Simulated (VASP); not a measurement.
**GdN: single point with PBE+U**

The system is GdN.

```xyz
2
Lattice="0.0000 2.4995 2.4995 2.4995 0.0000 2.4995 2.4995 2.4995 0.0000" Properties=species:S:1:pos:R:3 pbc="T T T"
Gd    2.4995    2.4995    2.4995
N     0.0000    0.0000    0.0000
```

```json
{
  "Program": "VASP 6.6.1",
  "Task": "single point",
  "Functional": "PBE",
  "Potentials or basis": "VASP PAW PBE potentials, release 64 (Gd, N)",
  "Cutoff": "520 eV",
  "k mesh": "5 × 5 × 5",
  "Occupations": "gaussian, width 0.05 eV",
  "Spin": "collinear spin, ferromagnetic start",
  "Starting moments": "[7.0, 0.0] μB",
  "Hubbard terms": "Gd f U = 6.0 eV",
  "Dipole correction": "no",
  "Further INCAR settings": "ALGO = Normal; EDIFF = 1e-06; NBANDS = 22"
}
```

```
Pressure                                              : 0.9 GPa
Band gap on the k mesh                                : zero (filled and empty bands overlap)
Net moment                                            : 7.00 μB per cell
Site moments                                          : Gd +6.87; N -0.12 μB
Valence electrons inside the program's atomic spheres : Gd 15.21; N 3.64
```

Levels at points of the mesh, in eV from the Fermi level:
Spin up:
```tsv
k point	band 12	band 13	band 14	band 15	band 16	band 17	band 18	band 19
(0.00, 0.00, 0.00)	-5.97	0.33	0.33	0.33	2.73	2.73	2.73	3.43
```
Spin down:
```tsv
k point	band 6	band 7	band 8	band 9	band 10	band 11
(0.00, 0.00, 0.00)	-0.24	-0.24	-0.24	3.54	3.54	3.54
```

Eigenvalues of the final occupation matrices:
| site | spin | trace | eigenvalues |
| --- | --- | --- | --- |
| site 1 f | 1 | 6.94 | 0.99 0.99 0.99 0.99 0.99 0.99 0.99 |
| site 1 f | 2 | 0.04 | 0.00 0.00 0.00 0.00 0.01 0.01 0.01 |

It took 59 s on 1 thread of AMD EPYC 7R13, with other jobs on the host, peak memory 0.15 GiB.

Caveat: the k points lie up to 0.44 Å⁻¹ apart; spin-orbit coupling is left out, which moves the levels of the heavy elements; a cell with one magnetic atom can't hold antiferromagnetic order, which such compounds often take. The state reached can hang on the start; a lower one may exist.
